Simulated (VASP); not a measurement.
# Ba (P6/mmm) in VASP: notebook

Ba is run at these levels: PBE; tasks: single point.

All numbers are computed with VASP 6.6.1; they aren't measurements. Logs are shortened: lines on timing, memory, paths and dates and some standing lists are left out, and cuts for length are marked.

## (1) The cell of the first run

The structure is hexagonal, space group P6/mmm (No. 191). Conventional cell: a = 6.996 Å, b = 6.996 Å, c = 3.909 Å, α = 90.00°, β = 90.00°, γ = 120.00°. Ba (site symmetry -6m2) has 5 Ba at 3.91 to 4.04 Å within 5.1 Å.

This isn't the form of Ba at room conditions, which is bcc.

## (2) Single point, PBE

The input, INCAR:

```
SYSTEM = Ba
PREC = Accurate
ENCUT = 500
EDIFF = 1E-6
ISMEAR = -1
SIGMA = 0.1
LREAL = .FALSE.
LASPH = .TRUE.
NELM = 120
ALGO = Normal
ISIF = 2
LWAVE = .FALSE.
LCHARG = .FALSE.
GGA = PE
NBANDS = 17
GGA_COMPAT = .FALSE.
```

The input, KPOINTS:

```
regular mesh
0
G
  4 4 6
  0 0 0
```

The input, POSCAR:

```
Ba
1.0
    6.9960670000      0.0000000000      0.0000000000
   -3.4980335000      6.0587717486      0.0000000000
    0.0000000000      0.0000000000      3.9093940000
Ba
2
Direct
    0.3333333333      0.6666666667      0.5000000000
    0.6666666667      0.3333333333      0.5000000000
```

Potentials or basis: VASP PAW PBE potentials, release 64 (Ba_sv).

Started as:

```bash
$ cat potpaw_PBE.64/Ba_sv/POTCAR > POTCAR
$ mpirun -np 1 vasp_std > vasp.out
```

OUTCAR:

```text
SYSTEM = Ba
   PREC = Accurate
   ENCUT = 500
   EDIFF = 1E-6
   ISMEAR = -1
   LREAL = .FALSE.
   LASPH = .TRUE.
   NELM = 120
   ISIF = 2
   GGA = PE

 ion  position               nearest neighbor table
   1  0.333  0.667  0.500-   2 4.04   2 4.04   2 4.04
   2  0.667  0.333  0.500-   1 4.04   1 4.04   1 4.04

  LATTYP: Found a hexagonal cell.
 ALAT       =     6.9960670000
 C/A-ratio  =     0.5587988223

  Lattice vectors:

 A1 = (   6.9960670000,   0.0000000000,   0.0000000000)
 A2 = (  -3.4980335000,   6.0587717486,   0.0000000000)
 A3 = (   0.0000000000,   0.0000000000,   3.9093940000)

Analysis of symmetry for initial positions (statically):
=====================================================================
 Subroutine PRICEL returns:
 Original cell was already a primitive cell.

 Routine SETGRP: Setting up the symmetry group for a
 hexagonal supercell.

 Subroutine GETGRP returns: Found 24 space group operations
 (whereof 24 operations were pure point group operations)
 out of a pool of 24 trial point group operations.

The static configuration has the point symmetry D_6h.

Analysis of symmetry for dynamics (positions and initial velocities):
=====================================================================
 Subroutine PRICEL returns:
 Original cell was already a primitive cell.

 Routine SETGRP: Setting up the symmetry group for a
 hexagonal supercell.

 Subroutine GETGRP returns: Found 24 space group operations
 (whereof 24 operations were pure point group operations)
 out of a pool of 24 trial point group operations.

The dynamic configuration has the point symmetry D_6h.

 Subroutine INISYM returns: Found 24 space group operations
 (whereof 24 operations are pure point group operations),
 and found     1 'primitive' translations

----------------------------------------------------------------------------------------

                                     Primitive cell

  volume of cell :     165.7097

  direct lattice vectors                    reciprocal lattice vectors
     6.996067000  0.000000000  0.000000000     0.142937453  0.082524977  0.000000000
    -3.498033500  6.058771749  0.000000000     0.000000000  0.165049954  0.000000000
     0.000000000  0.000000000  3.909394000     0.000000000  0.000000000  0.255794121

  length of vectors
     6.996067000  6.996067000  3.909394000     0.165049954  0.165049954  0.255794121

  position of ions in fractional coordinates (direct lattice)
     0.333333333  0.666666667  0.500000000
     0.666666667  0.333333333  0.500000000

  ion indices of the primitive-cell ions
   primitive index   ion index
                 1           1
                 2           2

----------------------------------------------------------------------------------------

 KPOINTS: regular mesh

Automatic generation of k-mesh.
 Grid dimensions read from file:
 generate k-points for:    4    4    6

 Generating k-lattice:

  Cartesian coordinates                     Fractional coordinates (reciprocal lattice)
     0.035734363  0.020631244  0.000000000     0.250000000  0.000000000  0.000000000
     0.000000000  0.041262489  0.000000000     0.000000000  0.250000000  0.000000000
     0.000000000  0.000000000  0.042632353     0.000000000  0.000000000  0.166666667

  Length of vectors
     0.041262489  0.041262489  0.042632353

  Shift w.r.t. Gamma in fractional coordinates (k-lattice)
     0.000000000  0.000000000  0.000000000

 Subroutine IBZKPT returns following result:
 ===========================================

 Found     16 irreducible k-points:

 Following reciprocal coordinates:
            Coordinates               Weight
  0.000000  0.000000  0.000000      1.000000
  0.250000 -0.000000  0.000000      6.000000
  0.500000 -0.000000  0.000000      3.000000
  0.250000  0.250000  0.000000      6.000000
  0.000000  0.000000  0.166667      2.000000
  0.250000 -0.000000  0.166667     12.000000
[... 8 lines left out ...]
  0.500000 -0.000000  0.500000      3.000000
  0.250000  0.250000  0.500000      6.000000
   k-points           NKPTS =     16   k-points in BZ     NKDIM =     16   number of bands    NBANDS=     17
   number of dos      NEDOS =    301   number of ions     NIONS =      2
   total plane-waves  NPLWV =  87480
   dimension x,y,z NGX =    54 NGY =   54 NGZ =   30
   dimension x,y,z NGXF=   108 NGYF=  108 NGZF=   60
   ions per type =               2
   NGX,Y,Z   is equivalent  to a cutoff of  12.83, 12.83, 12.76 a.u.
   NGXF,Y,Z  is equivalent  to a cutoff of  25.66, 25.66, 25.51 a.u.
 SYSTEM =  Ba
   PREC   = accura    normal or accurate (medium, high low for compatibility)
   ISTART =      0    job   : 0-new  1-cont  2-samecut
   ICHARG =      2    charge: 1-file 2-atom 10-const
   ISPIN  =      1    spin polarized calculation?
   LNONCOLLINEAR =      F non collinear calculations
   LSORBIT =      F    spin-orbit coupling
   LASPH  =      T    aspherical Exc in radial PAW
   ENCUT  =  500.0 eV  36.75 Ry    6.06 a.u.  12.76 12.76  7.13*2*pi/ulx,y,z
   NELM   =    120;   NELMIN=  2; NELMDL= -5     # of ELM steps
   EDIFF  = 0.1E-05   stopping-criterion for ELM
   LREAL  =      F    real-space projection
   EDIFFG = 0.1E-04   stopping-criterion for IOM
   NSW    =      0    number of steps for IOM
   IBRION =     -1    ionic relax: 0-MD 1-quasi-New 2-CG
   NFREE  =      0    steps in history (QN), initial steepest desc. (CG)
   ISIF   =      2    stress and relaxation
   ISYM   =      2    0-nonsym 1-usesym 2-fastsym
   POTIM  = 0.5000    time-step for ionic-motion
   TEBEG  =    0.0;   TEEND  =   0.0 temperature during run
   PSTRESS=    0.0 pullay stress
   NELECT =      20.0000    total number of electrons
   NUPDOWN=      -1.0000    fix difference up-down
   EMIN   =  10.00;   EMAX   =-10.00  energy-range for DOS
   EFERMI =   0.00;   METHOD = LEGACY
   ISMEAR =    -1;   SIGMA  =   0.10  broadening in eV -4-tet -1-fermi 0-gaus
   EFERMI_NEDOS =   21; number of points for ismear=-14 and -15
   IALGO  =     38    algorithm
   IMIX   =      4    mixing-type and parameters
     AMIX     =   0.40;   BMIX     =  1.00
     AMIX_MAG =   1.60;   BMIX_MAG =  1.00
  volume/ion in A,a.u.               =      82.85       559.13
  Fermi-wavevector in a.u.,A,eV,Ry     =   0.809038  1.528860  8.905588  0.654542
  Thomas-Fermi vector in A             =   1.917955
   LORBIT       =      0    0 simple, 1 ext, 2 COOP (PROOUT), +10 PAW based schemes
   GGA     = PE    functional components
   LHFCALC =     F    Hartree Fock is set to
   AEXX    =    0.0000 exact exchange contribution
   IVDW    =     0    specifies the selected vdW correction
   LEPSILON=     F    determine dielectric tensor
   LRPA    =     F    only Hartree local field effects (RPA)
 non-spin polarized calculation
  energy-cutoff  :      500.00
  volume of cell :      165.71
 maximum number of plane-waves:      4220
 NGX is ok and might be reduce to    54
   NGX = 25   NGY = 25   NGZ = 15

 number of electron      20.0000003 magnetization

 Free energy of the ion-electron system (eV)
  ---------------------------------------------------
  ext. energy  EPLUGINS =         0.00000000
  ---------------------------------------------------
  free energy    TOTEN  =        -2.41356424 eV

  energy without entropy =       -2.23087753  energy(sigma->0) =       -2.32222088

 E-fermi :   0.5694     XC(G=0):  -6.3876

 val. band max:        0.5119118298   @ k =   0.2500   0.2500   0.1667
 cond. band min:       0.5867970516   @ k =   0.2500  -0.0000   0.3333
 fundamental gap:      0.0748852218
 Fermi energy:         0.5693794410

 k-point     1 :       0.0000    0.0000    0.0000
  band No.  band energies     occupation
      1     -28.7148      2.00000
      2     -28.6463      2.00000
      3     -14.1010      2.00000
      4     -14.1010      2.00000
      5     -13.7130      2.00000
      6     -13.7130      2.00000
[... 9 lines left out ...]
     16       3.7664      0.00000
     17       3.7664      0.00000

 k-point     2 :       0.2500   -0.0000    0.0000
  band No.  band energies     occupation
      1     -28.7062      2.00000
      2     -28.6551      2.00000
      3     -14.1174      2.00000
      4     -14.0621      2.00000
      5     -13.7549      2.00000
      6     -13.6946      2.00000
[... 9 lines left out ...]
     16       3.6971      0.00000
     17       3.8328      0.00000

 k-point     3 :       0.5000   -0.0000    0.0000
  band No.  band energies     occupation
      1     -28.6921      2.00000
      2     -28.6693      2.00000
      3     -14.1324      2.00000
      4     -14.0081      2.00000
      5     -13.8119      2.00000
      6     -13.6775      2.00000
[... 9 lines left out ...]
     16       3.3106      0.00000
     17       3.6406      0.00000

 k-point     4 :       0.2500    0.2500    0.0000
  band No.  band energies     occupation
      1     -28.6921      2.00000
      2     -28.6693      2.00000
      3     -14.1414      2.00000
      4     -13.9837      2.00000
      5     -13.8365      2.00000
      6     -13.6682      2.00000
[... 9 lines left out ...]
     16       2.9854      0.00000
     17       3.5884      0.00000
[... 183 lines left out ...]
      1     -28.6413      2.00000
      2     -28.5919      2.00000
      3     -14.2025      2.00000
      4     -14.1096      2.00000
      5     -14.0157      2.00000
      6     -13.9634      2.00000
[... 9 lines left out ...]
     16       2.8755      0.00000
     17       2.9987      0.00000

 k-point    15 :       0.5000   -0.0000    0.5000
  band No.  band energies     occupation
      1     -28.6277      2.00000
      2     -28.6057      2.00000
      3     -14.1770      2.00000
      4     -14.1355      2.00000
      5     -14.0295      2.00000
      6     -13.9111      2.00000
[... 9 lines left out ...]
     16       2.6242      0.00000
     17       4.1240      0.00000

 k-point    16 :       0.2500    0.2500    0.5000
  band No.  band energies     occupation
      1     -28.6277      2.00000
      2     -28.6057      2.00000
      3     -14.1770      2.00000
      4     -14.1355      2.00000
      5     -14.0376      2.00000
      6     -13.8890      2.00000
[... 9 lines left out ...]
     16       3.2227      0.00000
     17       3.4573      0.00000

------------------------ aborting loop because EDIFF is reached ----------------------------------------

  FORCE on cell =-STRESS in cart. coord.  units (eV):
  Direction    XX          YY          ZZ          XY          YZ          ZX
  --------------------------------------------------------------------------------------
  -------------------------------------------------------------------------------------
  Total        0.4135589      0.4135589      0.2437097      0.0000000     -0.0000000     -0.0000000
  in kB        3.9985266      3.9985266      2.3563262      0.0000000     -0.0000000     -0.0000000
  external PRESSURE =       3.4511265 kB  Pullay stress =       0.0000000 kB

 VOLUME and BASIS-vectors are now :
 -----------------------------------------------------------------------------
  energy-cutoff  :      500.00
  volume of cell :      165.71
      direct lattice vectors                 reciprocal lattice vectors
     6.996067000  0.000000000  0.000000000     0.142937453  0.082524977  0.000000000
    -3.498033500  6.058771749  0.000000000     0.000000000  0.165049954  0.000000000
     0.000000000  0.000000000  3.909394000     0.000000000  0.000000000  0.255794121

 POSITION                                       TOTAL-FORCE (eV/Angst)
 -----------------------------------------------------------------------------------
     -0.00000      4.03918      1.95470         0.000000     -0.000000      0.000000
      3.49803      2.01959      1.95470        -0.000000      0.000000     -0.000000
 -----------------------------------------------------------------------------------
    total drift:                               -0.000000      0.000000     -0.000000

  FREE ENERGIE OF THE ION-ELECTRON SYSTEM (eV)
  ---------------------------------------------------
  free  energy   TOTEN  =        -2.4135642382 eV

  energy  without entropy=       -2.2308775259  energy(sigma->0) =       -2.32222088
```

Run time: 37 s. Hardware: 1 thread of Intel Xeon Platinum 8488C (Sapphire Rapids), shared host; peak memory 0.27 GiB.

What came out:

| Item | Value |
| --- | --- |
| Free energy | -2.4136 eV |
| Pressure | 0.3 GPa |
| Band gap on the k mesh | zero (bands 10 and 11 overlap by 0.85 eV) |

Stress tensor (GPa, compression positive):
```
0.40 0.00 0.00
0.00 0.40 0.00
0.00 0.00 0.24
```

Caveat: spin-orbit coupling is left out, which moves the levels of the heavy elements.

## (3) Single point, PBE

The input, INCAR:

```
PREC     = Accurate       # precision mode
ENCUT    = 500            # plane-wave cutoff, eV
EDIFF    = 1E-6           # SCF threshold, eV
ISMEAR   = -1             # smearing method
SIGMA    = 0.1            # smearing width, eV
LREAL    = False          # projectors in reciprocal space
LASPH    = True           # aspherical terms in the spheres
NELM     = 120            # most SCF steps
ALGO     = Normal         # electronic algorithm
ISIF     = 2              # what is computed and relaxed
LWAVE    = False          # write WAVECAR
LCHARG   = False          # write CHGCAR
GGA      = PE             # functional
NBANDS   = 17             # bands
GGA_COMPAT= False
```

The input, KPOINTS:

```
Automatic mesh
0
Gamma
  4 4 6
```

POSCAR is that of step 2.

Potentials or basis: VASP PAW PBE potentials, release 64 (Ba_sv).

Started as:

```bash
$ cat potpaw_PBE.64/Ba_sv/POTCAR > POTCAR
$ mpirun -np 1 vasp_std > vasp.out
```

It took 37 s on 1 thread of Intel Xeon Platinum 8488C (Sapphire Rapids), shared host; peak memory 0.27 GiB.

The run converged. Its results:

```
Free energy            : -2.4136 eV
Pressure               : 0.3 GPa
Band gap on the k mesh : zero (bands 10 and 11 overlap by 0.85 eV)
```

Stress tensor (GPa, compression positive):
```
0.40 0.00 0.00
0.00 0.40 0.00
0.00 0.00 0.24
```

Levels at points of the mesh, in eV from the Fermi level:
```
           k point  band 7  band 8  band 9  band 10  band 11  band 12  band 13  band 14
(0.00, 0.00, 0.00)  -14.03  -13.95   -2.21     0.14     0.32     0.75     0.75     1.01
(0.50, 0.00, 0.00)  -14.01  -13.98   -1.37    -0.69    -0.15     0.55     0.56     0.80
(0.00, 0.00, 0.50)  -14.20  -14.20   -0.20    -0.20    -0.13     1.06     1.41     1.41
(0.50, 0.00, 0.50)  -14.30  -14.17   -0.45    -0.35     0.56     0.78     0.89     1.32
```

Caveat: spin-orbit coupling is left out, which moves the levels of the heavy elements.
